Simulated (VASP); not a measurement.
Input of a VASP 6.6.1 run:

File INCAR:

```
SYSTEM = Al
PREC = Accurate ; ENCUT = 520
EDIFF = 1E-6 ; ISMEAR = 0
SIGMA = 0.1 ; LREAL = .False.
LASPH = .True. ; NELM = 100
ALGO = Fast ; ISIF = 2
LWAVE = .False. ; LCHARG = .True.
GGA = PE ; IVDW = 12
LELF = .True. ; LVHAR = .True.
NBANDS = 14
```

File KPOINTS:

```
regular mesh
0
Gamma
  24 24 6
  0 0 0
```

Contents of POSCAR:

```
Al
1.0
    2.8992215840      0.0000000000      0.0000000000
   -1.4496107920      2.5107995429      0.0000000000
    0.0000000000      0.0000000000      9.0134912836
Al
4
Direct
    0.0000000000      0.0000000000      0.0000000000
    0.3333333333      0.6666666667      0.2500000000
    0.0000000000      0.0000000000      0.5000000000
    0.6666666667      0.3333333333      0.7500000000
```

Potentials or basis: VASP PAW PBE potentials, release 64 (Al).

Run with:

```console
$ cat potpaw_PBE.64/Al/POTCAR > POTCAR
$ mpirun -np 1 vasp_std > vasp.out
```

Question: Predict the band gap on the k mesh.

Answer: Zero (bands 6 and 7 overlap by 6.30 eV).

Question: What does it give for the dispersion energy per atom?

Answer: -0.338 eV.

Stress tensor (GPa, compression positive):
```
-3.74  0.00  0.00
 0.00 -3.74  0.00
 0.00  0.00 -0.03
```

Caveat: the cell differs from its parent crystal (biaxial strain in the a-b plane: +3.0 %, then relaxed in part).
